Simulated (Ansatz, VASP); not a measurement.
# Al2Au in VASP and in Ansatz

POSCAR

```
Al2Au
1.0
    0.0000000000      3.0198681287      3.0198681287
    3.0198681287      0.0000000000      3.0198681287
    3.0198681287      3.0198681287      0.0000000000
Au Al
1 2
Direct
    0.0000000000      0.0000000000      0.0000000000
    0.7500000000      0.7500000000      0.7500000000
    0.2500000000      0.2500000000      0.2500000000
```

The input INCAR.step1:

```
SYSTEM = Al2Au
ALGO     = Normal         ! electronic algorithm
EDIFF    = 1E-4           ! SCF threshold, eV
ENCUT    = 520            ! plane-wave cutoff, eV
GGA      = PE             ! functional
ISMEAR   = -1             ! smearing method
LASPH    = .True.         ! aspherical terms in the spheres
LCHARG   = .False.        ! write CHGCAR
LREAL    = .False.        ! projectors in reciprocal space
LWAVE    = .True.         ! write WAVECAR
NBANDS   = 16             ! bands
NELM     = 60             ! most SCF steps
PREC     = Accurate       ! precision mode
SIGMA    = 0.05           ! smearing width, eV
```

File INCAR.step2:

```
SYSTEM = Al2Au
ALGO     = Normal         ! electronic algorithm
EDIFF    = 1E-6           ! SCF threshold, eV
ENCUT    = 520            ! plane-wave cutoff, eV
ISIF     = 2              ! what is computed and relaxed
ISMEAR   = -1             ! smearing method
ISTART   = 1            
LASPH    = .True.         ! aspherical terms in the spheres
LCHARG   = .True.         ! write CHGCAR
LELF     = .True.         ! ELF
LMIXTAU  = .True.       
LREAL    = .False.        ! projectors in reciprocal space
LVHAR    = .True.       
LWAVE    = .False.        ! write WAVECAR
METAGGA  = R2SCAN         ! meta-GGA
NBANDS   = 16             ! bands
NELM     = 60             ! most SCF steps
PREC     = Accurate       ! precision mode
SIGMA    = 0.05           ! smearing width, eV
```

The input KPOINTS:

```
k-points
0
Gamma
  8 8 8
  0 0 0
```

File input.yaml:

```yaml
crystal:
  lattice:
    - [0.0, 3.0198681287, 3.0198681287]
    - [3.0198681287, 0.0, 3.0198681287]
    - [3.0198681287, 3.0198681287, 0.0]
  atoms:
    - { symbol: Au, position: [0.0, 0.0, 0.0] }
    - { symbol: Al, position: [0.75, 0.75, 0.75] }
    - { symbol: Al, position: [0.25, 0.25, 0.25] }
hamiltonian:
  xc: r2scan
  pseudopotentials: { kind: paw }
kpoints:
  mp_grid: { grid: [8, 8, 8] }
scf:
  occupations: { method: fermi_dirac, width: 0.05 }
output:
  forces: true
  stress: true
  eigenvalues: true
```

Alike in both runs: task single point; functional r2SCAN; k mesh 8 × 8 × 8; occupations fermi-dirac, width 0.05 eV; no spin polarisation.

|  | VASP | Ansatz |
| --- | --- | --- |
| version | VASP 6.6.1 | Ansatz 0.2.0 |
| potentials or method | VASP PAW PBE potentials, release 64 (Au, Al) | Ansatz PAW |
| plane-wave cutoff (eV) | 520 | 500 |
| valence electrons in the cell | 17 | 25 |

VASP gave:

* gap on the k mesh at the Fermi level (eV): none
* pressure (GPa): -2.1

Q: Which values does Ansatz return?

A: gap on the k mesh at the Fermi level (eV): none; pressure (GPa): -1.8.

VASP's potentials were made for PBE, not for r2SCAN. A gap of «none» marks a metal or a gap that the smearing closes. VASP's potentials hold 17 valence electrons a cell and Ansatz's 25, so a difference there can come from the potentials and not from the codes.

Neither program's run includes spin-orbit coupling.
